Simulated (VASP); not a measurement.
Crystal: CdS.

```
CELL_PARAMETERS angstrom
0.00000 2.91650 2.91650
2.91650 0.00000 2.91650
2.91650 2.91650 0.00000
ATOMIC_POSITIONS crystal
Cd 0.00000 0.00000 0.00000
S 0.25000 0.25000 0.25000
```

| Property | Result |
| --- | --- |
| Program | VASP 6.6.1 |
| Task | relaxation of cell and atoms |
| Functional | LDA |
| Potentials or basis | VASP PAW LDA potentials, release 64 (Cd, S) |
| Cutoff | 600 eV |
| k mesh | 10 × 10 × 10 |
| Occupations | gaussian, width 0.02 eV |
| Spin | no spin polarisation |

At the start: pressure -2.0 GPa; volume 24.81 Å³/atom.

Question: Where does the relaxation end?

Answer: Over 3 steps the energy falls by 5.1 meV/atom and the volume is 24.02 Å³/atom (-3.2 %); space group F-43m (No. 216, to 0.1 Å) before and after.

Step by step:
```
step  energy change (eV)  largest force (eV/Å)  pressure (GPa)  volume (Å³)
   1              0.0000                0.0000           -2.01        49.62
   2             -0.0083                0.0000            0.91        47.41
   3             -0.0102                0.0000           -0.02        48.04
```

Final structure:
```xyz
2
Lattice="0.0000 2.8854 2.8854 2.8854 0.0000 2.8854 2.8854 2.8854 0.0000" Properties=species:S:1:pos:R:3 pbc="T T T"
Cd    0.0000    0.0000    0.0000
S     1.4427    1.4427    1.4427
```
